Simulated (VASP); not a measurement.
# Be2Co: single point with PBE

Crystal: Be2Co.

```xyz
3
Lattice="0.0000 1.9195 5.3325 1.3385 0.0000 5.3325 1.3385 1.9195 0.0000" Properties=species:S:1:pos:R:3 pbc="T T T"
Be    1.3385    1.9195    3.5841
Be    1.3385    1.9195    7.0810
Co    0.0000    0.0000    0.0000
```

```yaml
Program: VASP 6.6.1
Task: single point
Functional: PBE
Potentials_or_basis: VASP PAW PBE potentials, release 64 (Be, Co)
Cutoff: 520 eV
k_mesh: 2 × 2 × 2
Occupations: gaussian, width 0.1 eV
Spin: collinear spin, ferromagnetic start
Starting_moments: "[0.0, 0.0, 1.19] μB"
```

| Quantity | Value |
| --- | --- |
| Pressure | 5.3 GPa |
| Largest force | 0.785 eV/Å |
| Net moment | 2.25 μB per cell |
| Site moments | Be +0.03; Co +2.07 μB |
| Valence electrons inside the program's atomic spheres | Be 1.10; Co 8.39 |

Forces in eV/Å, atoms in the order of the input:
```
Be   0.000  0.000 -0.785
Be   0.000  0.000  0.785
Co   0.000  0.000  0.000
```

Stress tensor (GPa, compression positive):
```
22.36  0.00  0.00
 0.00 -1.55  0.00
 0.00  0.00 -4.84
```

Levels at points of the mesh, in eV from the Fermi level:
Spin up:
| k point | band 6 | band 7 | band 8 | band 9 | band 10 | band 11 |
| --- | --- | --- | --- | --- | --- | --- |
| (0.00, 0.00, 0.00) | -2.48 | -2.33 | -1.89 | 9.63 | 11.73 | 13.34 |
| (0.50, 0.00, 0.00) | -1.88 | -1.22 | -0.57 | 4.14 | 5.23 | 7.33 |
| (0.50, 0.50, 0.00) | -2.33 | -1.89 | -1.00 | 5.32 | 12.78 | 15.28 |
| (0.50, 0.00, 0.50) | -1.09 | 2.51 | 3.65 | 4.64 | 5.38 | 6.27 |
| (0.00, 0.50, 0.50) | -0.48 | -0.22 | 2.12 | 5.39 | 5.89 | 6.97 |
Spin down:
```
           k point  band 2  band 3  band 4  band 5  band 6  band 7  band 8  band 9
(0.00, 0.00, 0.00)   -5.55   -4.55   -2.23   -1.77   -0.26    0.06    0.64    9.87
(0.50, 0.00, 0.00)   -3.55   -2.80   -2.44   -1.17    0.15    0.75    0.93    5.01
(0.50, 0.50, 0.00)   -7.90   -2.98   -2.24   -0.86   -0.26   -0.05    0.64    6.03
(0.50, 0.00, 0.50)   -3.03   -2.12   -1.31   -0.90    1.29    3.07    4.51    5.05
(0.00, 0.50, 0.50)   -3.62   -1.27   -0.76   -0.12    0.81    1.29    2.40    6.06
```

It took 26 s on 1 thread of Intel(R) Xeon(R) Platinum 8488C (Sapphire Rapids), with other jobs on the host, peak memory 0.19 GiB.

Caveat: the k points lie up to 1.46 Å⁻¹ apart.
